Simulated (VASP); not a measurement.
# Pt in VASP: further runs

Runs on Pt. Level: r2SCAN. Tasks: single point.

Program: VASP 6.6.1. These are calculated values, not measurements. Logs are shortened: lines on timing, memory, paths and dates and some standing lists are left out, and cuts for length are marked.

### 1 The cell of the first run

It takes space group I4/mmm (No. 139, tetragonal). Conventional cell: a = 2.786 Å, b = 2.786 Å, c = 4.058 Å, α = 90.00°, β = 90.00°, γ = 90.00°. Pt (site symmetry 4/mmm) has 12 Pt at 2.79 to 2.83 Å within 3.7 Å.

### 2 Single point, r2SCAN (strain along c alone, the other axes held: +3.0 %)

Input file POSCAR:

```
Pt
1.0
    1.9701103813      1.9701103813      0.0000000000
   -1.9701103813      1.9701103813      0.0000000000
    0.0000000000      0.0000000000      4.0584273855
Pt
2
Direct
    0.0000000000      0.0000000000      0.0000000000
    0.5000000000      0.5000000000      0.5000000000
```

Input file INCAR.step1:

```
PREC = Accurate
ENCUT = 520
ISMEAR = 0
SIGMA = 0.1
LREAL = False
LASPH = True
NELM = 60
NBANDS = 17
GGA = PE
ALGO = Normal
EDIFF = 1E-4
LWAVE = True
LCHARG = False
```

Input file INCAR.step2:

```
PREC = Accurate
ENCUT = 520
EDIFF = 1E-7
ISMEAR = 0
SIGMA = 0.1
LREAL = False
LASPH = True
NELM = 60
ALGO = Normal
ISIF = 2
LWAVE = False
LCHARG = True
METAGGA = R2SCAN
LMIXTAU = True
LELF = True
LVHAR = True
NBANDS = 17
ISTART = 1
```

Input file KPOINTS:

```
regular mesh
0
Gamma
  18 18 14
```

Potentials or basis: VASP PAW PBE potentials, release 64 (Pt).

Launch:

```sh
$ cat potpaw_PBE.64/Pt/POTCAR > POTCAR
$ cp INCAR.step1 INCAR
$ mpirun -np 1 vasp_std > vasp.out
$ cp INCAR.step2 INCAR
$ mpirun -np 1 vasp_std > vasp.out
```

OUTCAR:

```text
PREC = Accurate
   ENCUT = 520
   EDIFF = 1E-7
   ISMEAR = 0
   LREAL = False
   LASPH = True
   NELM = 60
   ISIF = 2
   METAGGA = R2SCAN
   ISTART = 1

 ion  position               nearest neighbor table
   1  0.000  0.000  0.000-   2 2.83   2 2.83   2 2.83   2 2.83   2 2.83   2 2.83   2 2.83   2 2.83

   2  0.500  0.500  0.500-   1 2.83   1 2.83   1 2.83   1 2.83   1 2.83   1 2.83   1 2.83   1 2.83

  LATTYP: Found a simple tetragonal cell.
 ALAT       =     2.7861568206
 C/A-ratio  =     1.4566399693

  Lattice vectors:

 A1 = (   1.9701103813,   1.9701103813,   0.0000000000)
 A2 = (  -1.9701103813,   1.9701103813,   0.0000000000)
 A3 = (   0.0000000000,   0.0000000000,   4.0584273855)

Analysis of symmetry for initial positions (statically):
=====================================================================
 Subroutine PRICEL returns following result:

  LATTYP: Found a body centered tetragonal cell.
 ALAT       =     2.7861568206
 C/A-ratio  =     1.4566399693

  Lattice vectors:

 A1 = (   1.9701103813,   0.0000000000,  -2.0292136927)
 A2 = (  -1.9701103813,   0.0000000000,  -2.0292136927)
 A3 = (   0.0000000000,   1.9701103813,   2.0292136927)

   2 primitive cells build up your supercell.

 Routine SETGRP: Setting up the symmetry group for a
 simple tetragonal supercell.

 Subroutine GETGRP returns: Found 16 space group operations
 (whereof 16 operations were pure point group operations)
 out of a pool of 16 trial point group operations.

The static configuration has the point symmetry D_4h.

Analysis of symmetry for dynamics (positions and initial velocities):
=====================================================================
 Subroutine PRICEL returns following result:

  LATTYP: Found a body centered tetragonal cell.
 ALAT       =     2.7861568206
 C/A-ratio  =     1.4566399693

  Lattice vectors:

 A1 = (   1.9701103813,   0.0000000000,  -2.0292136927)
 A2 = (  -1.9701103813,   0.0000000000,  -2.0292136927)
 A3 = (   0.0000000000,   1.9701103813,   2.0292136927)

   2 primitive cells build up your supercell.

 Routine SETGRP: Setting up the symmetry group for a
 simple tetragonal supercell.

 Subroutine GETGRP returns: Found 16 space group operations
 (whereof 16 operations were pure point group operations)
 out of a pool of 16 trial point group operations.

The dynamic configuration has the point symmetry D_4h.

[... 92 lines left out ...]
   LSORBIT =      F    spin-orbit coupling
   LASPH  =      T    aspherical Exc in radial PAW
   ENCUT  =  520.0 eV  38.22 Ry    6.18 a.u.   5.18  5.18  7.55*2*pi/ulx,y,z
   NELM   =     60;   NELMIN=  2; NELMDL=  0     # of ELM steps
   EDIFF  = 0.1E-06   stopping-criterion for ELM
   LREAL  =      F    real-space projection
   EDIFFG = 0.1E-05   stopping-criterion for IOM
   NSW    =      0    number of steps for IOM
   IBRION =     -1    ionic relax: 0-MD 1-quasi-New 2-CG
   NFREE  =      0    steps in history (QN), initial steepest desc. (CG)
   ISIF   =      2    stress and relaxation
   ISYM   =      2    0-nonsym 1-usesym 2-fastsym
   POTIM  = 0.5000    time-step for ionic-motion
   TEBEG  =    0.0;   TEEND  =   0.0 temperature during run
   PSTRESS=    0.0 pullay stress
   NELECT =      20.0000    total number of electrons
   NUPDOWN=      -1.0000    fix difference up-down
   EMIN   =  10.00;   EMAX   =-10.00  energy-range for DOS
   EFERMI =   0.00;   METHOD = LEGACY
   ISMEAR =     0;   SIGMA  =   0.10  broadening in eV -4-tet -1-fermi 0-gaus
   EFERMI_NEDOS =   21; number of points for ismear=-14 and -15
   IALGO  =     38    algorithm
   IMIX   =      4    mixing-type and parameters
     AMIX     =   0.40;   BMIX     =  1.00
     AMIX_MAG =   1.60;   BMIX_MAG =  1.00
  volume/ion in A,a.u.               =      15.75       106.30
  Fermi-wavevector in a.u.,A,eV,Ry     =   1.407004  2.658851 26.934896  1.979659
  Thomas-Fermi vector in A             =   2.529307
   LORBIT       =      0    0 simple, 1 ext, 2 COOP (PROOUT), +10 PAW based schemes
   METAGGA = R2SCAN    functional components
   LHFCALC =     F    Hartree Fock is set to
   AEXX    =    0.0000 exact exchange contribution
   IVDW    =     0    specifies the selected vdW correction
   LEPSILON=     F    determine dielectric tensor
   LRPA    =     F    only Hartree local field effects (RPA)
 non-spin polarized calculation
 Gauss-broadening in eV      SIGMA  =   0.10
  energy-cutoff  :      520.00
  volume of cell :       31.50
 maximum number of plane-waves:       872
 NGX is ok and might be reduce to    24

 number of electron      19.9999997 magnetization

 Free energy of the ion-electron system (eV)
  ---------------------------------------------------
  ext. energy  EPLUGINS =         0.00000000
  ---------------------------------------------------
  free energy    TOTEN  =      -102.98643207 eV

  energy without entropy =     -102.96779960  energy(sigma->0) =     -102.97711583

 E-fermi :  10.1891     XC(G=0): -14.3268

 val. band max:       10.1869029073   @ k =   0.2778   0.1667   0.1429
 cond. band min:      10.1908301712   @ k =   0.2222   0.1667   0.3571
 fundamental gap:      0.0039272639
 Fermi energy:        10.1890820330

 k-point     1 :       0.0000    0.0000    0.0000
  band No.  band energies     occupation
      1       0.2024      2.00000
      2       3.3532      2.00000
      3       3.7926      2.00000
      4       6.3277      2.00000
      5       6.6680      2.00000
      6       6.6680      2.00000
[... 457 lines left out ...]
      4       5.5203      2.00000
      5       6.1299      2.00000
      6       6.6997      2.00000
[... 9 lines left out ...]
     16      25.5543      0.00000
     17      26.8915      0.00000

 [... further k-points ...]

------------------------ aborting loop because EDIFF is reached ----------------------------------------

  FORCE on cell =-STRESS in cart. coord.  units (eV):
  Direction    XX          YY          ZZ          XY          YZ          ZX
  --------------------------------------------------------------------------------------
  -------------------------------------------------------------------------------------
  Total       -1.1729089     -1.1729089     -1.6568657      0.0000000      0.0000000      0.0000000
  in kB      -59.6493836    -59.6493836    -84.2614650      0.0000000      0.0000000      0.0000000
  external PRESSURE =     -67.8534107 kB  Pullay stress =       0.0000000 kB

 VOLUME and BASIS-vectors are now :
 -----------------------------------------------------------------------------
  energy-cutoff  :      520.00
  volume of cell :       31.50
      direct lattice vectors                 reciprocal lattice vectors
     1.970110381  1.970110381  0.000000000     0.253792886  0.253792886  0.000000000
    -1.970110381  1.970110381  0.000000000    -0.253792886  0.253792886  0.000000000
     0.000000000  0.000000000  4.058427385     0.000000000  0.000000000  0.246400860

 POSITION                                       TOTAL-FORCE (eV/Angst)
 -----------------------------------------------------------------------------------
      0.00000      0.00000      0.00000         0.000000     -0.000000      0.000000
      0.00000      1.97011      2.02921        -0.000000      0.000000     -0.000000
 -----------------------------------------------------------------------------------
    total drift:                               -0.000000      0.000000     -0.000000

  FREE ENERGIE OF THE ION-ELECTRON SYSTEM (eV)
  ---------------------------------------------------
  free  energy   TOTEN  =      -102.9864320688 eV

  energy  without entropy=     -102.9677996002  energy(sigma->0) =     -102.97711583
```

It took 3.9 min on 1 thread of Intel Xeon 6975P-C (Granite Rapids), shared host; peak memory 0.3 GiB.

What came out:

| Quantity | Value |
| --- | --- |
| Free energy | -102.9864 eV |
| Pressure | -6.8 GPa |
| Band gap on the k mesh | zero (bands 10 and 11 overlap by 1.70 eV) |

Stress tensor (GPa, compression positive):
```
-5.96  0.00  0.00
 0.00 -5.96  0.00
 0.00  0.00 -8.43
```

Caveat: the cell differs from its parent crystal (strain along c alone, the other axes held: +3.0 %); the cell stands under tension; the PAW data sets were made with another functional, which shifts forces and pressure a little; spin-orbit coupling is left out, which moves the levels of the heavy elements.

### 3 Single point, r2SCAN

This run uses another cell than the first one: it holds 1 atom, not 2.

Input file POSCAR:

```
Pt
1.0
    2.7861568204      0.0000000000      0.0000000000
    0.0000000000      2.7861568204      0.0000000000
    1.3930784102      1.3930784102      1.9701103811
Pt
1
Direct
    0.0000000000      0.0000000000      0.0000000000
```

Input file INCAR.step1:

```
PREC = Accurate ; ENCUT = 520
ISMEAR = 0 ; SIGMA = 0.1
LREAL = False ; LASPH = True
NELM = 60 ; NBANDS = 11
ISYM = 0 ; GGA = PE
ALGO = Normal ; EDIFF = 1E-4
LWAVE = True ; LCHARG = False
```

Input file INCAR.step2:

```
PREC = Accurate ; ENCUT = 520
EDIFF = 1E-6 ; ISMEAR = 0
SIGMA = 0.1 ; LREAL = False
LASPH = True ; NELM = 60
ALGO = Normal ; ISIF = 2
LWAVE = False ; LCHARG = False
METAGGA = R2SCAN ; LMIXTAU = True
NBANDS = 11 ; ISYM = 0
ISTART = 1
```

Input file KPOINTS:

```
regular mesh
0
Gamma
  12 12 17
```

Potentials or basis: VASP PAW PBE potentials, release 64 (Pt).

Launch:

```sh
$ cat potpaw_PBE.64/Pt/POTCAR > POTCAR
$ cp INCAR.step1 INCAR
$ mpirun -np 1 vasp_std > vasp.out
$ cp INCAR.step2 INCAR
$ mpirun -np 1 vasp_std > vasp.out
```

Wall time 11 min (1 thread of Intel Xeon 8259CL, shared host); peak memory 0.33 GiB.

It converged, with:

| Item | Value |
| --- | --- |
| Free energy | -51.5066 eV |
| Pressure | 0.8 GPa |
| Band gap on the k mesh | zero (bands 5 and 6 overlap by 2.32 eV) |

Levels at points of the mesh, in eV from the Fermi level:
```csv
k point,band 2,band 3,band 4,band 5,band 6,band 7,band 8,band 9
"(0.00, 0.00, 0.00)",-3.83,-3.83,-3.83,-1.71,-1.71,15.52,20.60,20.61
"(0.50, 0.00, 0.00)",-3.92,-3.92,-0.25,0.02,0.03,6.05,15.16,19.85
"(0.00, 0.50, 0.00)",-3.92,-3.92,-0.25,0.02,0.03,6.05,15.16,19.85
"(0.50, 0.50, 0.00)",-6.71,-0.06,0.51,0.51,1.97,9.19,11.97,11.98
```

Caveat: the PAW data sets were made with another functional, which shifts forces and pressure a little; spin-orbit coupling is left out, which moves the levels of the heavy elements.
